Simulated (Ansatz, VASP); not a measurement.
# InO in VASP and in Ansatz

```
In O
1.0
     3.62629    0.00000    0.00000
    -1.81315    3.14046    0.00000
     0.00000    0.00000   15.48017
In O
2 2
Direct
  0.66667 0.33333 0.59002
  0.66667 0.33333 0.40998
  0.00000 0.00000 0.63987
  0.00000 0.00000 0.36013
```

Change from the starting cell: strain +0.050 along x and y, -0.025 along z, atoms carried along.

Alike in both runs: task single point; functional PBE; k mesh 12 × 12 × 2; occupations gaussian, width 0.03 eV; no spin polarisation.

|  | VASP | Ansatz |
| --- | --- | --- |
| version | VASP 6.6.1 | Ansatz 0.2.0 |
| potentials or method | VASP PAW PBE potentials, release 64 (In_d, O), cutoff 520 eV | scalar-relativistic, plane waves, PAW |
| valence electrons in the cell | 38 | 38 |

Ansatz gave:

* gap on the k mesh at the Fermi level (eV): 0.32
* least direct gap on the mesh (eV): 0.77
* rms of the force components (eV/Å): 0.449

Question: What did VASP give for the same quantities?

Answer: gap on the k mesh at the Fermi level (eV): 0.31; least direct gap on the mesh (eV): 0.76; rms of the force components (eV/Å): 0.435.

Atom by atom the forces differ by 0.015 eV/Å (rms over components). The functional is the same, so the differences come from potentials, cutoffs and numerics.
